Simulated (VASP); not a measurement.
Input of a VASP 6.6.1 run:

INCAR

```
ALGO = Normal ; EDIFF = 1E-6
ENCUT = 600 ; GGA = PE
GGA_COMPAT = False ; ISIF = 2
ISMEAR = 0 ; LASPH = True
LCHARG = True ; LELF = True
LREAL = False ; LVHAR = True
LWAVE = False ; NBANDS = 24
NELM = 120 ; PREC = Accurate
SIGMA = 0.2
```

Contents of KPOINTS:

```
k-points
0
Gamma
  4 4 2
```

File POSCAR:

```
Be3Te4
1.0
    6.1505128912     -0.0000000035      0.0000000000
   -3.0752564426      5.3265004118      0.0000000000
    0.0000000000      0.0000000000      7.7288475750
Be Te
3 4
Direct
    0.5000000000      0.0000000000      0.0000000000
    0.0000000000      0.5000000000      0.0000000000
    0.5000000000      0.5000000000      0.0000000000
    0.3333333333      0.6666666667      0.7725972978
    0.6666666667      0.3333333333      0.7725972978
    0.6666666667      0.3333333333      0.2274027022
    0.3333333333      0.6666666667      0.2274027022
```

Potentials or basis: VASP PAW PBE potentials, release 64 (Be, Te).

Launch:

```bash
$ cat potpaw_PBE.64/Be/POTCAR potpaw_PBE.64/Te/POTCAR > POTCAR
$ mpirun -np 1 vasp_std > vasp.out
```

Problem. Estimate the band gap on the k mesh.

Solution. Zero (bands 15 and 16 overlap by 0.48 eV).

Problem. What does it give for the largest force?

Solution. 0.055 eV/Å.

Problem. What does it give for the pressure?

Solution. 0.5 GPa.

Forces in eV/Å, atoms in the order of the input:
```
Be   0.000  0.000  0.000
Be   0.000  0.000  0.000
Be   0.000  0.000  0.000
Te   0.000  0.000 -0.055
Te   0.000  0.000 -0.055
Te   0.000  0.000  0.055
Te   0.000  0.000  0.055
```

Caveat: the k points lie up to 0.41 Å⁻¹ apart; semilocal functionals underestimate gaps, so a narrow gap can read as zero; spin-orbit coupling is left out, which moves the levels of the heavy elements; this functional lacks dispersion, which binds the layers, so the pressure and a relaxed spacing across them are unreliable.
